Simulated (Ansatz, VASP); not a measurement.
BiB: VASP beside Ansatz

Contents of INCAR:

```
SYSTEM = BiB
PREC = Accurate
ENCUT = 520
EDIFF = 1E-6
ISMEAR = 0
SIGMA = 0.01
LREAL = .FALSE.
LASPH = .TRUE.
NELM = 100
ALGO = Normal
ISIF = 2
LWAVE = .FALSE.
LCHARG = .FALSE.
GGA = PS
NBANDS = 16
```

KPOINTS

```
regular mesh
0
G
  6 6 6
  0 0 0
```

Contents of POSCAR:

```
BiB
1.0
    0.0000000000      2.7448744688      2.7448744688
    2.7448744688      0.0000000000      2.7448744688
    2.7448744688      2.7448744688      0.0000000000
B Bi
1 1
Direct
    0.0000000000      0.0000000000      0.0000000000
    0.2500000000      0.2500000000      0.2500000000
```

Input for Ansatz:

```yaml
crystal:
  lattice:
    - [0.0, 2.7448744688, 2.7448744688]
    - [2.7448744688, 0.0, 2.7448744688]
    - [2.7448744688, 2.7448744688, 0.0]
  atoms:
    - { symbol: B, position: [0.0, 0.0, 0.0] }
    - { symbol: Bi, position: [0.25, 0.25, 0.25] }
kpoints:
  mp_grid: { grid: [6, 6, 6] }
hamiltonian:
  xc: pbesol
scf:
  occupations: { method: fixed }
  n_extra_bands: 4
output:
  forces: true
  stress: true
  eigenvalues: true
  write_density: true
  write_potential: true
  elf: true
  volumetric_format: npy
```

Alike in both runs: task single point; functional PBEsol; k mesh 6 × 6 × 6; no spin polarisation.

|  | VASP | Ansatz |
| --- | --- | --- |
| version | VASP 6.6.1 | Ansatz 0.2.0 |
| potentials or method | VASP PAW PBE potentials, release 64 (B, Bi_d) | plane waves, PAW |
| plane-wave cutoff (eV) | 520 | 420 |
| occupations | gaussian, width 0.01 eV | fixed |
| valence electrons in the cell | 18 | 18 |

|  | VASP | Ansatz | Ansatz less VASP |
| --- | --- | --- | --- |
| gap on the k mesh at the Fermi level (eV) | 0.30 | 0.31 | +0.004 |
| pressure (GPa) | -1.7 | -1.6 | +0.05 |

VASP's potentials were made for PBE, not for PBEsol.

Neither program's run includes spin-orbit coupling.
